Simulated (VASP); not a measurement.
Set up this calculation in VASP 6.6.1, as the native input.

- Task: single point
- Functional: PBE
- Potentials or basis: VASP PAW PBE potentials, release 64 (Nb_sv)
- Cutoff: 520 eV
- k mesh: 9 × 9 × 9
- Occupations: gaussian, width 0.1 eV
- Spin: no spin polarisation
- Dipole correction: no
- Further INCAR settings: ALGO = Normal; EDIFF = 1e-06; NBANDS = 12

The structure of Nb lies in POSCAR:

```
Nb
1.0
   -1.6540307061      1.6540307061      1.6540307061
    1.6540307061     -1.6540307061      1.6540307061
    1.6540307061      1.6540307061     -1.6540307061
Nb
1
Direct
    0.0000000000      0.0000000000      0.0000000000
```

One way to write it, as run:

INCAR

```
SYSTEM = Nb
PREC = Accurate
ENCUT = 520
EDIFF = 1E-6
ISMEAR = 0
SIGMA = 0.1
LREAL = .False.
LASPH = .True.
NELM = 100
ALGO = Normal
ISIF = 2
LWAVE = .False.
LCHARG = .False.
GGA = PE
NBANDS = 12
```

KPOINTS

```
Automatic mesh
0
Gamma
  9 9 9
  0 0 0
```

Potentials or basis: VASP PAW PBE potentials, release 64 (Nb_sv).

Run with:

```sh
$ cat potpaw_PBE.64/Nb_sv/POTCAR > POTCAR
$ mpirun -np 1 vasp_std > vasp.out
```

It gave:

- Pressure: -0.3 GPa

Run time: 20 s on 1 thread of AMD EPYC 7R13, on a shared host, peak memory 0.11 GiB.
